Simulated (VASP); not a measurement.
# Hg in VASP: settings compared, part 2 of 2

VASP 6.6.1. The steps go on from the part before.

## 4. Single point, r2SCAN

This run uses another cell than the first one, of 28.48 Å³/atom, 1.176 times its volume.

Contents of POSCAR:

```
Hg
1.0
    3.4618096384      0.0000000000      0.0000000000
   -1.7309048192      2.9980150899      0.0000000000
    0.0000000000      0.0000000000      5.4875482800
Hg
2
Direct
    0.6666666700      0.3333333300      0.7500000000
    0.3333333300      0.6666666700      0.2500000000
```

Contents of INCAR.step1:

```
ALGO = Normal
EDIFF = 1E-4
ENCUT = 520
GGA = PE
ISMEAR = 0
LASPH = T
LCHARG = F
LREAL = F
LWAVE = T
NBANDS = 19
NELM = 60
PREC = Accurate
SIGMA = 0.05
```

Contents of INCAR.step2:

```
ALGO = Normal
EDIFF = 1E-6
ENCUT = 520
ISIF = 2
ISMEAR = 0
ISTART = 1
LASPH = T
LCHARG = F
LMIXTAU = T
LREAL = F
LWAVE = F
METAGGA = R2SCAN
NBANDS = 19
NELM = 60
PREC = Accurate
SIGMA = 0.05
```

Contents of KPOINTS:

```
k-points
0
Gamma
  12 12 6
```

Potentials or basis: VASP PAW PBE potentials, release 64 (Hg).

Command:

```sh
$ cat potpaw_PBE.64/Hg/POTCAR > POTCAR
$ cp INCAR.step1 INCAR
$ mpirun -np 1 vasp_std > vasp.out
$ cp INCAR.step2 INCAR
$ mpirun -np 1 vasp_std > vasp.out
```

OUTCAR:

```text
EDIFF = 1E-6
   ENCUT = 520
   ISIF = 2
   ISMEAR = 0
   ISTART = 1
   LASPH = T
   LREAL = F
   METAGGA = R2SCAN
   NELM = 60
   PREC = Accurate

 ion  position               nearest neighbor table
   1  0.667  0.333  0.750-   2 3.39   2 3.39   2 3.39   2 3.39   2 3.39   2 3.39
   2  0.333  0.667  0.250-   1 3.39   1 3.39   1 3.39   1 3.39   1 3.39   1 3.39

  LATTYP: Found a hexagonal cell.
 ALAT       =     3.4618096384
 C/A-ratio  =     1.5851675433

  Lattice vectors:

 A1 = (   3.4618096384,   0.0000000000,   0.0000000000)
 A2 = (  -1.7309048192,   2.9980150899,   0.0000000000)
 A3 = (   0.0000000000,   0.0000000000,   5.4875482800)

Analysis of symmetry for initial positions (statically):
=====================================================================
 Subroutine PRICEL returns:
 Original cell was already a primitive cell.

 Routine SETGRP: Setting up the symmetry group for a
 hexagonal supercell.

 Subroutine GETGRP returns: Found 24 space group operations
 (whereof 12 operations were pure point group operations)
 out of a pool of 24 trial point group operations.

The static configuration has the point symmetry D_3d.
 The point group associated with its full space group is D_6h.

Analysis of symmetry for dynamics (positions and initial velocities):
=====================================================================
 Subroutine PRICEL returns:
 Original cell was already a primitive cell.

 Routine SETGRP: Setting up the symmetry group for a
 hexagonal supercell.

 Subroutine GETGRP returns: Found 24 space group operations
 (whereof 12 operations were pure point group operations)
 out of a pool of 24 trial point group operations.

The dynamic configuration has the point symmetry D_3d.
 The point group associated with its full space group is D_6h.

 Subroutine INISYM returns: Found 24 space group operations
 (whereof 12 operations are pure point group operations),
 and found     1 'primitive' translations

----------------------------------------------------------------------------------------

                                     Primitive cell

  volume of cell :      56.9528

  direct lattice vectors                    reciprocal lattice vectors
     3.461809638  0.000000000  0.000000000     0.288866259  0.166777012  0.000000000
    -1.730904819  2.998015090  0.000000000     0.000000000  0.333554025  0.000000000
     0.000000000  0.000000000  5.487548280     0.000000000  0.000000000  0.182230743

  length of vectors
     3.461809638  3.461809638  5.487548280     0.333554025  0.333554025  0.182230743

  position of ions in fractional coordinates (direct lattice)
     0.666666670  0.333333330  0.750000000
     0.333333330  0.666666670  0.250000000

  ion indices of the primitive-cell ions
   primitive index   ion index
                 1           1
                 2           2

----------------------------------------------------------------------------------------

 KPOINTS: k-points

Automatic generation of k-mesh.
 Grid dimensions read from file:
 generate k-points for:   12   12    6

 Generating k-lattice:

  Cartesian coordinates                     Fractional coordinates (reciprocal lattice)
     0.024072188  0.013898084  0.000000000     0.083333333  0.000000000  0.000000000
     0.000000000  0.027796169  0.000000000     0.000000000  0.083333333  0.000000000
     0.000000000  0.000000000  0.030371790     0.000000000  0.000000000  0.166666667

  Length of vectors
     0.027796169  0.027796169  0.030371790

  Shift w.r.t. Gamma in fractional coordinates (k-lattice)
     0.000000000  0.000000000  0.000000000

 Subroutine IBZKPT returns following result:
 ===========================================

 Found     76 irreducible k-points:

 Following reciprocal coordinates:
            Coordinates               Weight
  0.000000  0.000000  0.000000      1.000000
  0.083333  0.000000  0.000000      6.000000
  0.166667  0.000000  0.000000      6.000000
  0.250000  0.000000  0.000000      6.000000
  0.333333  0.000000  0.000000      6.000000
  0.416667  0.000000  0.000000      6.000000
[... 16 lines left out ...]
  0.250000  0.000000  0.166667     12.000000
  0.333333  0.000000  0.166667     12.000000
 [... further k-points ...]
   k-points           NKPTS =     76   k-points in BZ     NKDIM =     76   number of bands    NBANDS=     19
   number of dos      NEDOS =    301   number of ions     NIONS =      2
   total plane-waves  NPLWV =  32928
   dimension x,y,z NGX =    28 NGY =   28 NGZ =   42
   dimension x,y,z NGXF=    56 NGYF=   56 NGZF=   84
   ions per type =               2
   NGX,Y,Z   is equivalent  to a cutoff of  13.45, 13.45, 12.72 a.u.
   NGXF,Y,Z  is equivalent  to a cutoff of  26.89, 26.89, 25.45 a.u.
 SYSTEM =  unknown system
   PREC   = accura    normal or accurate (medium, high low for compatibility)
   ISTART =      1    job   : 0-new  1-cont  2-samecut
   ICHARG =      0    charge: 1-file 2-atom 10-const
   ISPIN  =      1    spin polarized calculation?
   LNONCOLLINEAR =      F non collinear calculations
   LSORBIT =      F    spin-orbit coupling
   LASPH  =      T    aspherical Exc in radial PAW
   ENCUT  =  520.0 eV  38.22 Ry    6.18 a.u.   6.44  6.44 10.20*2*pi/ulx,y,z
   NELM   =     60;   NELMIN=  2; NELMDL=  0     # of ELM steps
   EDIFF  = 0.1E-05   stopping-criterion for ELM
   LREAL  =      F    real-space projection
   EDIFFG = 0.1E-04   stopping-criterion for IOM
   NSW    =      0    number of steps for IOM
   IBRION =     -1    ionic relax: 0-MD 1-quasi-New 2-CG
   NFREE  =      0    steps in history (QN), initial steepest desc. (CG)
   ISIF   =      2    stress and relaxation
   ISYM   =      2    0-nonsym 1-usesym 2-fastsym
   POTIM  = 0.5000    time-step for ionic-motion
   TEBEG  =    0.0;   TEEND  =   0.0 temperature during run
   PSTRESS=    0.0 pullay stress
   NELECT =      24.0000    total number of electrons
   NUPDOWN=      -1.0000    fix difference up-down
   EMIN   =  10.00;   EMAX   =-10.00  energy-range for DOS
   EFERMI =   0.00;   METHOD = LEGACY
   ISMEAR =     0;   SIGMA  =   0.05  broadening in eV -4-tet -1-fermi 0-gaus
   EFERMI_NEDOS =   21; number of points for ismear=-14 and -15
   IALGO  =     38    algorithm
   IMIX   =      4    mixing-type and parameters
     AMIX     =   0.40;   BMIX     =  1.00
     AMIX_MAG =   1.60;   BMIX_MAG =  1.00
  volume/ion in A,a.u.               =      28.48       192.17
  Fermi-wavevector in a.u.,A,eV,Ry     =   1.227364  2.319382 20.496128  1.506423
  Thomas-Fermi vector in A             =   2.362330
   LORBIT       =      0    0 simple, 1 ext, 2 COOP (PROOUT), +10 PAW based schemes
   METAGGA = R2SCAN    functional components
   LHFCALC =     F    Hartree Fock is set to
   AEXX    =    0.0000 exact exchange contribution
   IVDW    =     0    specifies the selected vdW correction
   LEPSILON=     F    determine dielectric tensor
   LRPA    =     F    only Hartree local field effects (RPA)
 non-spin polarized calculation
 Gauss-broadening in eV      SIGMA  =   0.05
  energy-cutoff  :      520.00
  volume of cell :       56.95
 maximum number of plane-waves:      1560
 NGX is ok and might be reduce to    28

 number of electron      24.0000000 magnetization

 Free energy of the ion-electron system (eV)
  ---------------------------------------------------
  ext. energy  EPLUGINS =         0.00000000
  ---------------------------------------------------
  free energy    TOTEN  =       -98.72369627 eV

  energy without entropy =      -98.72353658  energy(sigma->0) =      -98.72361643

 E-fermi :   0.8088     XC(G=0): -10.3455

 val. band max:        0.7642823394   @ k =   0.2500   0.2500   0.0000
 cond. band min:       0.9329923965   @ k =   0.0833   0.0000   0.0000
 fundamental gap:      0.1687100571
 Fermi energy:         0.8087732193

 k-point     1 :       0.0000    0.0000    0.0000
  band No.  band energies     occupation
      1      -6.5239      2.00000
      2      -6.1089      2.00000
      3      -5.4896      2.00000
      4      -5.4856      2.00000
      5      -5.4856      2.00000
      6      -5.3876      2.00000
[... 11 lines left out ...]
     18      14.5133      0.00000
     19      15.3209      0.00000

 k-point     2 :       0.0833    0.0000    0.0000
  band No.  band energies     occupation
      1      -6.3939      2.00000
      2      -6.0559      2.00000
      3      -5.5525      2.00000
      4      -5.4408      2.00000
      5      -5.4155      2.00000
      6      -5.3904      2.00000
[... 476 lines left out ...]
 k-point    24 :       0.3333    0.0000    0.1667
  band No.  band energies     occupation
      1      -5.9978      2.00000
      2      -5.9449      2.00000
      3      -5.6416      2.00000
      4      -5.4840      2.00000
      5      -5.4233      2.00000
      6      -5.2868      2.00000
[... 11 lines left out ...]
     18      12.8218      0.00000
     19      13.0123      0.00000

 [... further k-points ...]
[... 5 lines left out ...]
  --------------------------------------------------------------------------------------
  -------------------------------------------------------------------------------------
  Total        0.0019135      0.0019135     -0.0171267      0.0000000      0.0000000      0.0000000
  in kB        0.0538292      0.0538292     -0.4818018      0.0000000      0.0000000      0.0000000
  external PRESSURE =      -0.1247144 kB  Pullay stress =       0.0000000 kB

 VOLUME and BASIS-vectors are now :
 -----------------------------------------------------------------------------
  energy-cutoff  :      520.00
  volume of cell :       56.95
      direct lattice vectors                 reciprocal lattice vectors
     3.461809638  0.000000000  0.000000000     0.288866259  0.166777012  0.000000000
    -1.730904819  2.998015090  0.000000000     0.000000000  0.333554025  0.000000000
     0.000000000  0.000000000  5.487548280     0.000000000  0.000000000  0.182230743

 POSITION                                       TOTAL-FORCE (eV/Angst)
 -----------------------------------------------------------------------------------
      1.73090      0.99934      4.11566        -0.000000      0.000000      0.000000
     -0.00000      1.99868      1.37189         0.000000     -0.000000      0.000000
 -----------------------------------------------------------------------------------
    total drift:                               -0.000003      0.000001     -0.000000

  FREE ENERGIE OF THE ION-ELECTRON SYSTEM (eV)
  ---------------------------------------------------
  free  energy   TOTEN  =       -98.7236962722 eV

  energy  without entropy=      -98.7235365797  energy(sigma->0) =      -98.72361643
```

OUTCAR.step1:

```text
EDIFF = 1E-4
   ENCUT = 520
   GGA = PE
   ISMEAR = 0
   LASPH = T
[... 752 lines left out ...]
 -----------------------------------------------------------------------------------
      1.73090      0.99934      4.11566         0.000000     -0.000000      0.000000
     -0.00000      1.99868      1.37189        -0.000000      0.000000      0.000000
 -----------------------------------------------------------------------------------
    total drift:                               -0.000002      0.000001     -0.000000

  FREE ENERGIE OF THE ION-ELECTRON SYSTEM (eV)
  ---------------------------------------------------
  free  energy   TOTEN  =        -0.3550113155 eV

  energy  without entropy=       -0.3543476601  energy(sigma->0) =       -0.35467949
```

OSZICAR.step1:

```text
N       E                     dE             d eps       ncg     rms          rms(c)
DAV:   1     0.175026997296E+03    0.17503E+03   -0.12074E+04  2896   0.119E+03
DAV:   2     0.407332695912E+01   -0.17095E+03   -0.16254E+03  3026   0.304E+02
DAV:   3    -0.374666251026E+00   -0.44480E+01   -0.44247E+01  3322   0.536E+01
DAV:   4    -0.382398548206E+00   -0.77323E-02   -0.77313E-02  3084   0.226E+00
DAV:   5    -0.382411532694E+00   -0.12984E-04   -0.12984E-04  2548   0.885E-02    0.277E+00
DAV:   6    -0.355964858342E+00    0.26447E-01   -0.67295E-02  3170   0.258E+00    0.218E+00
DAV:   7    -0.354791161777E+00    0.11737E-02   -0.12163E-02  3093   0.914E-01    0.904E-01
DAV:   8    -0.354987075223E+00   -0.19591E-03   -0.16911E-03  3021   0.441E-01    0.495E-02
DAV:   9    -0.355011315505E+00   -0.24240E-04   -0.18887E-05  1516   0.418E-02
   1 F= -.35501132E+00 E0= -.35467949E+00  d E =-.663655E-03
```

It took 12 min on 1 thread of Oxide Virtual Turin-like, shared host; peak memory 0.19 GiB.

Results:

```yaml
Free_energy: -98.7237 eV
Pressure: 0.0 GPa
Band_gap_on_the_k_mesh: zero (band 12 reaches 0.76 eV, above the bottom of band 13 at 0.72 eV)
```

Levels at points of the mesh, in eV from the Fermi level:
```tsv
k point	band 9	band 10	band 11	band 12	band 13	band 14	band 15	band 16
(0.00, 0.00, 0.00)	-6.12	-5.59	-5.59	-1.28	-0.09	11.51	11.51	13.43
(0.50, 0.00, 0.00)	-5.51	-5.50	-2.24	-1.54	2.76	3.69	4.56	6.98
(0.00, 0.00, 0.50)	-5.75	-5.75	-5.53	-5.53	6.98	6.98	12.54	12.54
(0.50, 0.00, 0.50)	-5.54	-5.54	-1.10	-1.10	0.58	0.58	8.90	8.90
```

Caveat: the PAW data sets were made with another functional, which shifts forces and pressure a little; spin-orbit coupling is left out, which moves the levels of the heavy elements.

## 5. Single point, PBE

This run uses another cell than the first one, of 28.48 Å³/atom, 1.176 times its volume.

Contents of INCAR:

```
SYSTEM = Hg
PREC = Accurate
ENCUT = 520
EDIFF = 1E-6
ISMEAR = 0
SIGMA = 0.05
LREAL = .False.
LASPH = .True.
NELM = 100
ALGO = Fast
ISIF = 2
LWAVE = .False.
LCHARG = .True.
GGA = PE
LELF = .True.
LVHAR = .True.
NBANDS = 19
```

Contents of KPOINTS:

```
regular mesh
0
Gamma
  12 12 6
  0 0 0
```

Changes to POSCAR since step 4:

```diff
@@ -8,3 +8,3 @@
 Direct
-    0.6666666700      0.3333333300      0.7500000000
+    0.6621807592      0.3438894102      0.7465619396
     0.3333333300      0.6666666700      0.2500000000
```

Command:

```sh
$ cat potpaw_PBE.64/Hg/POTCAR > POTCAR
$ mpirun -np 1 vasp_std > vasp.out
```

Wall time 12 min (1 thread of Oxide Virtual Turin-like, shared host); peak memory 0.45 GiB.

Results (log left out):

| Property | Result |
| --- | --- |
| Free energy | -0.3547 eV |
| Pressure | 1.0 GPa |
| Largest force | 0.028 eV/Å |
| Band gap on the k mesh | zero (band 12 reaches 0.99 eV, above the bottom of band 13 at 0.69 eV) |

Forces in eV/Å, atoms in the order of the input:
```
Hg   0.002 -0.001  0.028
Hg  -0.002  0.001 -0.028
```

Stress tensor (GPa, compression positive):
```
 1.00 -0.06  0.00
-0.06  0.90  0.00
 0.00  0.00  1.08
```

Levels at points of the mesh, in eV from the Fermi level:
| k point | band 9 | band 10 | band 11 | band 12 | band 13 | band 14 | band 15 | band 16 |
| --- | --- | --- | --- | --- | --- | --- | --- | --- |
| (0.00, 0.00, 0.00) | -5.75 | -5.29 | -5.24 | -1.21 | -0.26 | 11.03 | 11.18 | 12.82 |
| (0.50, 0.00, 0.00) | -5.19 | -5.17 | -2.17 | -1.54 | 2.63 | 3.46 | 4.26 | 6.67 |
| (0.00, 0.50, 0.00) | -5.19 | -5.17 | -2.17 | -1.52 | 2.61 | 3.47 | 4.22 | 6.67 |
| (0.50, 0.50, 0.00) | -5.19 | -5.18 | -2.14 | -1.61 | 2.68 | 3.45 | 4.40 | 6.67 |
| (0.00, 0.00, 0.50) | -5.42 | -5.41 | -5.40 | -5.33 | 6.63 | 6.74 | 12.08 | 12.11 |
| (0.50, 0.00, 0.50) | -5.21 | -5.21 | -1.09 | -1.04 | 0.40 | 0.46 | 8.50 | 8.58 |
| (0.00, 0.50, 0.50) | -5.21 | -5.21 | -1.11 | -1.06 | 0.42 | 0.48 | 8.50 | 8.58 |
| (0.50, 0.50, 0.50) | -5.22 | -5.21 | -1.04 | -0.99 | 0.34 | 0.39 | 8.51 | 8.58 |

Caveat: spin-orbit coupling is left out, which moves the levels of the heavy elements.

## 6. Summary

```csv
level,cell,gap on the mesh (eV),pressure (GPa)
PBE,"a = 3.279, b = 3.279, c = 5.198 Å, angles 90.0, 90.0, 120.0°, 2 atoms",none,4.0
PBE,"a = 3.462, b = 3.462, c = 5.488 Å, angles 90.0, 90.0, 120.0°, 2 atoms",none,1.0
r2SCAN,"a = 3.462, b = 3.462, c = 5.488 Å, angles 90.0, 90.0, 120.0°, 2 atoms",none,0.0
```

Some of these runs hold the atoms at other places in the same cell, which the table doesn't show; runs alike in all that it shows share one row.

Alike in all rows: task single point; potentials or basis VASP PAW PBE potentials, release 64 (Hg); no spin polarisation; k mesh 12 × 12 × 6; cutoff (eV) 520; smearing gaussian 0.05 eV.

Caveats: spin-orbit coupling is left out, which moves the levels of the heavy elements; the PAW data sets were made with another functional, which shifts forces and pressure a little (some runs).

Total energies depend on the potentials used, so only differences within one code and one set of settings carry meaning.
